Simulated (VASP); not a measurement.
Wanted: the native input for a VASP 6.6.1 run.

```yaml
Task: relaxation of cell and atoms
Functional: PBEsol
Potentials_or_basis: VASP PAW PBE potentials, release 64 (Ta_pv)
Cutoff: 600 eV
k_mesh: 11 × 11 × 11
Occupations: fermi-dirac, width 0.05 eV
Spin: no spin polarisation
Target_pressure: 5 GPa
Dipole_correction: no
Further_INCAR_settings: ALGO = Normal; EDIFF = 1e-06; IBRION = 2; EDIFFG = -0.01; NSW = 60; ISIF = 3
```

The structure of Ta lies in POSCAR:

```
Ta
1.0
   -1.6512800000      1.6512800000      1.6512800000
    1.6512800000     -1.6512800000      1.6512800000
    1.6512800000      1.6512800000     -1.6512800000
Ta
1
Direct
    0.0000000000      0.0000000000      0.0000000000
```

These files were run (other wordings do the same):

INCAR

```
SYSTEM = Ta
PREC = Accurate ; ENCUT = 600
EDIFF = 1E-6 ; ISMEAR = -1
SIGMA = 0.05 ; LREAL = .FALSE.
LASPH = .TRUE. ; NELM = 100
ALGO = Normal ; ISIF = 3
LWAVE = .FALSE. ; LCHARG = .FALSE.
GGA = PS ; IBRION = 2
NSW = 60 ; EDIFFG = -0.01
PSTRESS = 50.0
```

KPOINTS

```
regular mesh
0
G
  11 11 11
  0 0 0
```

Potentials or basis: VASP PAW PBE potentials, release 64 (Ta_pv).

The run is started by

```bash
$ cat potpaw_PBE.64/Ta_pv/POTCAR > POTCAR
$ mpirun -np 1 vasp_std > vasp.out
```

It gave:

The relaxed volume is 17.26 Å³/atom, the relaxed cell is a = 2.820 Å, b = 2.820 Å, c = 2.820 Å, α = 109.47°, β = 109.47°, γ = 109.47° and the space group after relaxing (to 0.05 Å) is Im-3m (No. 229). The energy change on relaxing (the enthalpy is what falls) is +1.0 meV/atom, the ionic steps are 4 and the pressure after relaxing is 4.9 GPa.

Caveat: the cell is relaxed towards a set pressure, so the enthalpy falls and the energy may rise; the PAW data sets were made with another functional, which shifts forces and pressure a little.

Wall time 27 s on 1 thread of AMD EPYC 7R43 64-Core Processor (Zen 3), with other jobs on the host, peak memory 0.12 GiB.
